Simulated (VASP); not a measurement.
Runs of VASP 6.6.1 on NaB. The structure is cubic, space group Fm-3m (No. 225). Conventional cell: a = 5.368 Å, b = 5.368 Å, c = 5.368 Å, α = 90.00°, β = 90.00°, γ = 90.00°. Na (site symmetry m-3m) has 6 B at 2.68 Å within 3.5 Å. B (site symmetry m-3m) has 6 Na at 2.68 Å within 3.5 Å. 

| level | potentials or basis | gap on the mesh (eV) | pressure (GPa) |
| --- | --- | --- | --- |
| LDA | VASP PAW LDA potentials, release 64 (Na_pv, B) | none | -2.4 |
| PBEsol | VASP PAW PBE potentials, release 64 (Na_pv, B) | none | (a) |
| PBE | VASP PAW PBE potentials, release 64 (Na_pv, B) | none | 0.3 |
| r2SCAN | VASP PAW PBE potentials, release 64 (Na_pv, B) | none | -0.3 |

Alike in all rows: task single point; no spin polarisation; cell as given; k mesh 11 × 11 × 11; cutoff (eV) 520; smearing gaussian 0.05 eV.

Question: Fill in the values left out.

Answer: (a) -0.9.

Caveats: the PAW data sets were made with another functional, which shifts forces and pressure a little (some runs).

A gap of «none» marks levels without a gap at the run's occupations.
